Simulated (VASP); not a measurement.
# TaVN2 (P4/mmm) in VASP: notebook

The runs below take TaVN2 through single point, with PBEsol.

Everything below comes from runs of VASP 6.6.1. Logs are shortened: lines on timing, memory, paths and dates and some standing lists are left out, and cuts for length are marked.

## 1. The cell of the first run

Symmetry: P4/mmm, No. 123, tetragonal system. Conventional cell: a = 3.090 Å, b = 3.090 Å, c = 4.353 Å, α = 90.00°, β = 90.00°, γ = 90.00°. Ta (site symmetry 4/mmm) has 6 N at 2.18 Å within 2.9 Å. Within 2.9 Å of V (site symmetry 4/mmm) lie 6 N at 2.18 Å. N (site symmetry 4/mmm) has 2 V at 2.18 Å and 4 Ta at 2.18 Å within 2.9 Å. N (site symmetry 4/mmm) has 2 Ta at 2.18 Å and 4 V at 2.18 Å within 2.9 Å.

## 2. Single point, PBEsol, collinear spin, ferromagnetic start (10.39 Å³/atom)

INCAR

```
SYSTEM = TaVN2
ALGO     = Normal         ! electronic algorithm
EDIFF    = 1E-7           ! SCF threshold, eV
ENCUT    = 520            ! plane-wave cutoff, eV
GGA      = PS             ! functional
ISIF     = 2              ! what is computed and relaxed
ISMEAR   = -1             ! smearing method
ISPIN    = 2              ! spin polarisation
LASPH    = .True.         ! aspherical terms in the spheres
LCHARG   = .True.         ! write CHGCAR
LELF     = .True.         ! ELF
LMAXMIX  = 4              ! l up to which the mixer works
LORBIT   = 11             ! projections on sites
LREAL    = .False.        ! projectors in reciprocal space
LVHAR    = .True.       
LWAVE    = .False.        ! write WAVECAR
MAGMOM   = 0 2 0 0        ! initial moments
NBANDS   = 29             ! bands
NELM     = 150            ! most SCF steps
PREC     = Accurate       ! precision mode
SIGMA    = 0.05           ! smearing width, eV
```

KPOINTS

```
k-points
0
Gamma
  9 9 6
  0 0 0
```

POSCAR

```
TaVN2
1.0
    3.0900014315      0.0000000000      0.0000000000
    0.0000000000      3.0900014315      0.0000000000
    0.0000000000      0.0000000000      4.3525956147
Ta V N
1 1 2
Direct
    0.0000000000      0.0000000000      0.0000000000
    0.5000000000      0.5000000000      0.5000000000
    0.5000000000      0.5000000000      0.0000000000
    0.0000000000      0.0000000000      0.5000000000
```

Potentials or basis: VASP PAW PBE potentials, release 64 (Ta_pv, V_sv, N).

Started as:

```
$ cat potpaw_PBE.64/Ta_pv/POTCAR potpaw_PBE.64/V_sv/POTCAR potpaw_PBE.64/N/POTCAR > POTCAR
$ mpirun -np 1 vasp_std > vasp.out
```

OUTCAR:

```text
SYSTEM = TaVN2
   EDIFF = 1E-7
   ENCUT = 520
   GGA = PS
   ISIF = 2
   ISMEAR = -1
   ISPIN = 2
   LASPH = .True.
   LORBIT = 11
   LREAL = .False.
   NELM = 150
   PREC = Accurate

 ion  position               nearest neighbor table
   1  0.000  0.000  0.000-   4 2.18   4 2.18   3 2.18   3 2.18   3 2.18   3 2.18   2 3.08   2 3.08
                             2 3.08   2 3.08   2 3.08   2 3.08   2 3.08   2 3.08
   2  0.500  0.500  0.500-   3 2.18   3 2.18   4 2.18   4 2.18   4 2.18   4 2.18   1 3.08   1 3.08
                             1 3.08   1 3.08   1 3.08   1 3.08   1 3.08   1 3.08
   3  0.500  0.500  0.000-   2 2.18   2 2.18   1 2.18   1 2.18   1 2.18   1 2.18
   4  0.000  0.000  0.500-   1 2.18   1 2.18   2 2.18   2 2.18   2 2.18   2 2.18

  LATTYP: Found a simple tetragonal cell.
 ALAT       =     3.0900014315
 C/A-ratio  =     1.4086063425

  Lattice vectors:

 A1 = (   3.0900014315,   0.0000000000,   0.0000000000)
 A2 = (   0.0000000000,   3.0900014315,   0.0000000000)
 A3 = (   0.0000000000,   0.0000000000,   4.3525956147)

Analysis of symmetry for initial positions (statically):
=====================================================================
 Subroutine PRICEL returns:
 Original cell was already a primitive cell.

 Routine SETGRP: Setting up the symmetry group for a
 simple tetragonal supercell.

 Subroutine GETGRP returns: Found 16 space group operations
 (whereof 16 operations were pure point group operations)
 out of a pool of 16 trial point group operations.

The static configuration has the point symmetry D_4h.

Analysis of symmetry for dynamics (positions and initial velocities):
=====================================================================
 Subroutine PRICEL returns:
 Original cell was already a primitive cell.

 Routine SETGRP: Setting up the symmetry group for a
 simple tetragonal supercell.

 Subroutine GETGRP returns: Found 16 space group operations
 (whereof 16 operations were pure point group operations)
 out of a pool of 16 trial point group operations.

The dynamic configuration has the point symmetry D_4h.

Analysis of structural, dynamic, and magnetic symmetry:
=====================================================================
 Subroutine PRICEL returns:
 Original cell was already a primitive cell.

 Routine SETGRP: Setting up the symmetry group for a
 simple tetragonal supercell.

 Subroutine GETGRP returns: Found 16 space group operations
 (whereof 16 operations were pure point group operations)
 out of a pool of 16 trial point group operations.

The overall configuration has the point symmetry D_4h.

[... 130 lines left out ...]
   IVDW    =     0    specifies the selected vdW correction
   LEPSILON=     F    determine dielectric tensor
   LRPA    =     F    only Hartree local field effects (RPA)
 spin polarized calculation
  energy-cutoff  :      520.00
  volume of cell :       41.56
 maximum number of plane-waves:      1138
 NGX is ok and might be reduce to    24
   NGX = 11   NGY = 11   NGZ = 17

 number of electron      34.0000011 magnetization       1.1441332

 Free energy of the ion-electron system (eV)
  ---------------------------------------------------
  ext. energy  EPLUGINS =         0.00000000
  ---------------------------------------------------
  free energy    TOTEN  =       -43.63262314 eV

  energy without entropy =      -43.60983754  energy(sigma->0) =      -43.62123034

 E-fermi :   9.5399     XC(G=0): -13.2674

 val. band max:        9.5380722412   @ k =   0.1111   0.0000   0.0000
 cond. band min:       9.5412190093   @ k =   0.3333   0.3333   0.3333
 fundamental gap:      0.0031467681
 Fermi energy:         9.5398564986

 spin component 1

 k-point     1 :       0.0000    0.0000    0.0000
  band No.  band energies     occupation
      1     -55.7494      1.00000
      2     -29.7356      1.00000
      3     -29.6752      1.00000
      4     -29.6752      1.00000
      5     -26.4556      1.00000
      6     -26.2972      1.00000
[... 757 lines left out ...]
     28      20.1816      0.00000
     29      20.7035      0.00000

 [... further k-points ...]

 spin component 2

 k-point     1 :       0.0000    0.0000    0.0000
  band No.  band energies     occupation
      1     -54.6587      1.00000
      2     -28.6708      1.00000
      3     -28.6708      1.00000
      4     -28.5317      1.00000
      5     -26.4969      1.00000
      6     -26.3212      1.00000
[... 757 lines left out ...]
     28      20.3532      0.00000
     29      21.0318      0.00000

 [... further k-points ...]

------------------------ aborting loop because EDIFF is reached ----------------------------------------

  FORCE on cell =-STRESS in cart. coord.  units (eV):
  Direction    XX          YY          ZZ          XY          YZ          ZX
  --------------------------------------------------------------------------------------
  -------------------------------------------------------------------------------------
  Total       -5.2074960     -5.2074960     -5.3488708      0.0000000      0.0000000      0.0000000
  in kB     -200.7584575   -200.7584575   -206.2087124      0.0000000      0.0000000      0.0000000
  external PRESSURE =    -202.5752091 kB  Pullay stress =       0.0000000 kB

 VOLUME and BASIS-vectors are now :
 -----------------------------------------------------------------------------
  energy-cutoff  :      520.00
  volume of cell :       41.56
      direct lattice vectors                 reciprocal lattice vectors
     3.090001432  0.000000000  0.000000000     0.323624446  0.000000000  0.000000000
     0.000000000  3.090001432  0.000000000     0.000000000  0.323624446  0.000000000
     0.000000000  0.000000000  4.352595615     0.000000000  0.000000000  0.229747968

 POSITION                                       TOTAL-FORCE (eV/Angst)
 -----------------------------------------------------------------------------------
      0.00000      0.00000      0.00000         0.000000      0.000000      0.000000
      1.54500      1.54500      2.17630         0.000000      0.000000      0.000000
      1.54500      1.54500      0.00000         0.000000      0.000000      0.000000
      0.00000      0.00000      2.17630         0.000000      0.000000      0.000000
 -----------------------------------------------------------------------------------
    total drift:                                0.000000     -0.000000     -0.000000

  FREE ENERGIE OF THE ION-ELECTRON SYSTEM (eV)
  ---------------------------------------------------
  free  energy   TOTEN  =       -43.6326231445 eV

  energy  without entropy=      -43.6098375367  energy(sigma->0) =      -43.62123034

 total charge

# of ion       s       p       d       tot
------------------------------------------
    1        0.289   6.242   2.335   8.866
    2        2.194   6.193   3.109  11.496
    3        1.224   2.502   0.000   3.726
    4        1.225   2.459   0.000   3.684
--------------------------------------------------
tot          4.932  17.396   5.445  27.772

 magnetization (x)

# of ion       s       p       d       tot
------------------------------------------
    1        0.002  -0.001  -0.053  -0.053
    2        0.007   0.006   1.075   1.089
    3        0.000   0.012   0.000   0.013
    4        0.000   0.013   0.000   0.013
--------------------------------------------------
tot          0.009   0.030   1.022   1.061
```

OSZICAR:

```text
N       E                     dE             d eps       ncg     rms          rms(c)
DAV:   1     0.355253319766E+03    0.35525E+03   -0.18439E+04  6992   0.127E+03
DAV:   2    -0.308064463924E+02   -0.38606E+03   -0.36737E+03  7452   0.409E+02
DAV:   3    -0.509033297952E+02   -0.20097E+02   -0.19628E+02  8254   0.972E+01
[... 14 lines left out ...]
DAV:  18    -0.436326052612E+02   -0.18346E-05   -0.47059E-05  8723   0.463E-02    0.347E-02
DAV:  19    -0.436326218143E+02   -0.16553E-04   -0.55815E-05  8252   0.366E-02    0.978E-03
DAV:  20    -0.436326229946E+02   -0.11803E-05   -0.54114E-06  8183   0.114E-02    0.476E-03
DAV:  21    -0.436326231046E+02   -0.10996E-06   -0.27519E-07  5998   0.262E-03    0.287E-03
DAV:  22    -0.436326231445E+02   -0.39854E-07   -0.73501E-08  4170   0.176E-03
   1 F= -.43632623E+02 E0= -.43621230E+02  d E =-.227856E-01  mag=     1.1450
```

stdout:

```text
POSCAR found type information on POSCAR TaV N
 POSCAR found :  3 types and       4 ions
 scaLAPACK will be used
 -----------------------------------------------------------------------------
|                                                                             |
|                                                                             |
|     You enforced a specific xc type in the INCAR file but a different       |
|     I HOPE YOU KNOW WHAT YOU ARE DOING!                                     |
|                                                                             |
 -----------------------------------------------------------------------------

 LDA part: xc-table for (Slater+PW92), standard interpolation
 POSCAR, INCAR and KPOINTS ok, starting setup
 FFT: planning ... GRIDC
 FFT: planning ... GRID_SOFT
 FFT: planning ... GRID
 WAVECAR not read
 entering main loop
```

It took 95 s on 1 thread of Intel Xeon Platinum 8488C (Sapphire Rapids), shared host; peak memory 0.24 GiB.

Results:

* Free energy: -43.6326 eV
* Pressure: -20.3 GPa
* Net moment: 1.14 μB per cell
* Site moments: Ta -0.05; V +1.09; N +0.01 μB
* Valence electrons inside the program's atomic spheres: Ta 8.87; V 11.50; N 3.73, 3.68

Stress tensor (GPa, compression positive):
```
-20.08   0.00   0.00
  0.00 -20.08   0.00
  0.00   0.00 -20.62
```

Levels at points of the mesh, in eV from the Fermi level:
Spin up:
```tsv
k point	band 13	band 14	band 15	band 16	band 17	band 18	band 19	band 20	band 21	band 22
(0.00, 0.00, 0.00)	-4.02	-2.78	-2.77	-2.77	-1.76	-1.76	-1.68	-0.49	-0.32	1.51
(0.00, 0.00, 0.50)	-4.20	-3.97	-3.97	-3.85	-2.67	-0.28	0.13	0.13	1.23	1.65
```
Spin down:
| k point | band 13 | band 14 | band 15 | band 16 | band 17 | band 18 | band 19 | band 20 | band 21 | band 22 |
| --- | --- | --- | --- | --- | --- | --- | --- | --- | --- | --- |
| (0.00, 0.00, 0.00) | -3.96 | -2.74 | -2.74 | -2.72 | -1.11 | -1.11 | -1.03 | 0.08 | 0.17 | 1.63 |
| (0.00, 0.00, 0.50) | -4.02 | -3.96 | -3.96 | -3.86 | -1.91 | 0.42 | 1.21 | 1.29 | 1.29 | 2.22 |

Caveat: the cell stands under tension; the PAW data sets were made with another functional, which shifts forces and pressure a little; spin-orbit coupling is left out, which moves the levels of the heavy elements. With open d or f shells a metallic result of PBEsol can be an artefact of self-interaction; +U or a hybrid may open a gap.

## 3. Single point, PBEsol, collinear spin, ferromagnetic start (10.59 Å³/atom)

This run uses another cell than the first one, of 10.59 Å³/atom.

INCAR

```
SYSTEM = TaVN2
ALGO = Normal
EDIFF = 1E-7
ENCUT = 520
GGA = PS
ISIF = 2
ISMEAR = -1
ISPIN = 2
LASPH = .True.
LCHARG = .False.
LMAXMIX = 4
LORBIT = 11
LREAL = .False.
LWAVE = .False.
MAGMOM = 0 2 0 0
NBANDS = 29
NELM = 150
PREC = Accurate
SIGMA = 0.05
```

KPOINTS is that of step 2.

POSCAR

```
TaVN2
1.0
    3.1096834999      0.0000000000      0.0000000000
    0.0000000000      3.1096834999      0.0000000000
    0.0000000000      0.0000000000      4.3803199011
Ta V N
1 1 2
Direct
    0.0000000000      0.0000000000      0.0000000000
    0.5000000000      0.5000000000      0.5000000000
    0.5000000000      0.5000000000      0.0000000000
    0.0000000000      0.0000000000      0.5000000000
```

Potentials or basis: VASP PAW PBE potentials, release 64 (Ta_pv, V_sv, N).

Started as:

```
$ cat potpaw_PBE.64/Ta_pv/POTCAR potpaw_PBE.64/V_sv/POTCAR potpaw_PBE.64/N/POTCAR > POTCAR
$ mpirun -np 1 vasp_std > vasp.out
```

It took 94 s on 1 thread of Intel Xeon Platinum 8488C (Sapphire Rapids), shared host; peak memory 0.25 GiB.

Results (log left out):

```
Free energy                                           : -43.5218 eV
Pressure                                              : -24.4 GPa
Net moment                                            : 1.25 μB per cell
Site moments                                          : Ta -0.06; V +1.19; N +0.01 μB
Valence electrons inside the program's atomic spheres : Ta 8.82; V 11.47; N 3.71, 3.67
```

Stress tensor (GPa, compression positive):
```
-24.20   0.00   0.00
  0.00 -24.20   0.00
  0.00   0.00 -24.78
```

Levels at points of the mesh, in eV from the Fermi level:
Spin up:
| k point | band 13 | band 14 | band 15 | band 16 | band 17 | band 18 | band 19 | band 20 | band 21 | band 22 |
| --- | --- | --- | --- | --- | --- | --- | --- | --- | --- | --- |
| (0.00, 0.00, 0.00) | -3.97 | -2.73 | -2.71 | -2.71 | -1.73 | -1.73 | -1.66 | -0.48 | -0.31 | 1.45 |
| (0.00, 0.00, 0.50) | -4.14 | -3.89 | -3.89 | -3.76 | -2.62 | -0.28 | 0.09 | 0.09 | 1.18 | 1.57 |
Spin down:
```csv
k point,band 15,band 16,band 17,band 18,band 19,band 20
"(0.00, 0.00, 0.00)",-2.69,-2.67,-1.03,-1.03,-0.92,0.13
"(0.00, 0.00, 0.50)",-3.88,-3.77,-1.76,0.48,1.17,1.36
```

Caveat: the cell stands under tension; the PAW data sets were made with another functional, which shifts forces and pressure a little; spin-orbit coupling is left out, which moves the levels of the heavy elements. With open d or f shells a metallic result of PBEsol can be an artefact of self-interaction; +U or a hybrid may open a gap.
